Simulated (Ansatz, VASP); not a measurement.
# One calculation of CdS, two programs

Contents of INCAR:

```
SYSTEM = CdS
PREC = Accurate
ENCUT = 520
EDIFF = 1E-8
ISMEAR = -1
SIGMA = 0.02
LREAL = .FALSE.
LASPH = .TRUE.
NELM = 100
ALGO = Normal
ISIF = 2
LWAVE = .FALSE.
LCHARG = .FALSE.
GGA = PS
LEFG = .TRUE.
NBANDS = 16
```

The input KPOINTS:

```
Automatic mesh
0
G
  7 7 7
  0 0 0
```

POSCAR

```
CdS
1.0
    0.0000000000      2.8828763328      2.8828763328
    2.8828763328      0.0000000000      2.8828763328
    2.8828763328      2.8828763328      0.0000000000
Cd S
1 1
Direct
    0.0000000000      0.0000000000      0.0000000000
    0.7500000000      0.7500000000      0.7500000000
```

Input for Ansatz:

```yaml
crystal:
  lattice:
    - [0.0, 2.8828763328, 2.8828763328]
    - [2.8828763328, 0.0, 2.8828763328]
    - [2.8828763328, 2.8828763328, 0.0]
  atoms:
    - { symbol: Cd, position: [0.0, 0.0, 0.0] }
    - { symbol: S, position: [0.75, 0.75, 0.75] }
kpoints:
  mp_grid: { grid: [7, 7, 7] }
scf:
  occupations: { method: fermi_dirac, width: 0.02 }
hamiltonian:
  xc: pbesol
  pseudopotentials: { kind: paw }
output:
  forces: true
  stress: true
  eigenvalues: true
  efg: { contact_densities: true }
```

Change from the starting cell: volume scaled by 0.94, PAW files.

Alike in both runs: task electric field gradients; functional PBEsol; k mesh 7 × 7 × 7; occupations fermi-dirac, width 0.02 eV; no spin polarisation.

|  | VASP | Ansatz |
| --- | --- | --- |
| version | VASP 6.6.1 | Ansatz 0.2.0 |
| potentials or method | VASP PAW PBE potentials, release 64 (Cd, S) | PAW with Ansatz's default frozen-core files, scalar-relativistic |
| plane-wave cutoff (eV) | 520 | 420 |
| valence electrons in the cell | 18 | 26 |

```tsv
	VASP	Ansatz	Ansatz less VASP
gap on the k mesh at the Fermi level (eV)	1.08	1.07	-0.007
pressure (GPa)	2.5	2.0	-0.46
```

VASP's potentials were made for PBE, not for PBEsol. VASP's potentials hold 18 valence electrons a cell and Ansatz's 26, so a difference there can come from the potentials and not from the codes.
